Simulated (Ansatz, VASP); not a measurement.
# Fe in VASP and in Ansatz

```
CELL_PARAMETERS angstrom
2.43416 0.00000 0.00000
-1.21708 2.10804 0.00000
0.00000 0.00000 3.80352
ATOMIC_POSITIONS crystal
Fe 0.33333 0.66667 0.25000
Fe 0.66667 0.33333 0.75000
```

Change from the starting cell: zz strain of -1 %, PAW files.

Alike in both runs: task electric field gradients; functional PBE; k mesh 17 × 17 × 10; occupations fermi-dirac, width 0.08 eV; no spin polarisation.

|  | VASP | Ansatz |
| --- | --- | --- |
| version | VASP 6.6.1 | Ansatz 0.2.0 |
| potentials or method | VASP PAW PBE potentials, release 64 (Fe) | PAW with Ansatz's default frozen-core files, scalar-relativistic |
| plane-wave cutoff (eV) | 520 | 420 |
| valence electrons in the cell | 16 | 32 |

```tsv
	VASP	Ansatz	Ansatz less VASP
pressure (GPa)	13.7	14.6	+0.87
traceless stress, the component that is largest in VASP (GPa)	4.20	4.46	+0.264
size of Vzz on the site where it differs most (V/Å²)	10.5	5.7	-4.79
```

VASP's potentials hold 16 valence electrons a cell and Ansatz's 32, so a difference there can come from the potentials and not from the codes.
